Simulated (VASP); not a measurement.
Set up this calculation in VASP 6.6.1, as the native input.

```
Task                   : electric field gradients
Functional             : PBEsol
Potentials or basis    : VASP PAW PBE potentials, release 64 (Sr_sv, Ti_sv, O)
Cutoff                 : 520 eV
k mesh                 : 7 × 7 × 7
Occupations            : fermi-dirac, width 0.05 eV
Spin                   : no spin polarisation
Dipole correction      : no
Further INCAR settings : ALGO = Normal; EDIFF = 1e-08; NBANDS = 28
```

The structure of SrTiO3 lies in POSCAR:

```
SrTiO3
1.0
    3.7878500000      0.0000000000      0.0000000000
    0.0000000000      3.7878500000      0.0000000000
    0.0000000000      0.0000000000      3.9050000000
Sr Ti O
1 1 3
Direct
    0.0000000000      0.0000000000      0.0000000000
    0.5000000000      0.5000000000      0.5000000000
    0.0000000000      0.5000000000      0.5000000000
    0.5000000000      0.0000000000      0.5000000000
    0.5000000000      0.5000000000      0.0000000000
```

This cell differs from its parent crystal: equal xx and yy strain of -3 %.

The input as run:

INCAR

```
SYSTEM = SrTiO3
ALGO     = Normal         ! electronic algorithm
EDIFF    = 1E-8           ! SCF threshold, eV
ENCUT    = 520            ! plane-wave cutoff, eV
GGA      = PS             ! functional
ISIF     = 2              ! what is computed and relaxed
ISMEAR   = -1             ! smearing method
LASPH    = .TRUE.         ! aspherical terms in the spheres
LCHARG   = .FALSE.        ! write CHGCAR
LEFG     = .TRUE.       
LREAL    = .FALSE.        ! projectors in reciprocal space
LWAVE    = .FALSE.        ! write WAVECAR
NBANDS   = 28             ! bands
NELM     = 60             ! most SCF steps
PREC     = Accurate       ! precision mode
SIGMA    = 0.05           ! smearing width, eV
```

KPOINTS

```
k-points
0
G
  7 7 7
  0 0 0
```

Potentials or basis: VASP PAW PBE potentials, release 64 (Sr_sv, Ti_sv, O).

Launch:

```console
$ cat potpaw_PBE.64/Sr_sv/POTCAR potpaw_PBE.64/Ti_sv/POTCAR potpaw_PBE.64/O/POTCAR > POTCAR
$ mpirun -np 1 vasp_std > vasp.out
```

It gave:

```yaml
Pressure: 11.5 GPa
Band_gap_on_the_k_mesh: 1.94 eV (least direct gap 2.18 eV)
Largest_electric_field_gradient_by_atom: Sr +5.4; Ti +32.8; O +6.3, +12.4 (each value once) V/Å²
```

Caveat: the cell differs from its parent crystal (equal xx and yy strain of -3 %); the stress differs along the axes, from 5 to 15 GPa; without QUAD_EFG the Cq values of the log hold for a quadrupole moment of 1 mb, not for the nuclei; the PAW data sets were made with another functional, which shifts forces and pressure a little.

Wall time 2.5 min on 1 thread of Intel Xeon 8259CL, on a shared host, peak memory 0.2 GiB.
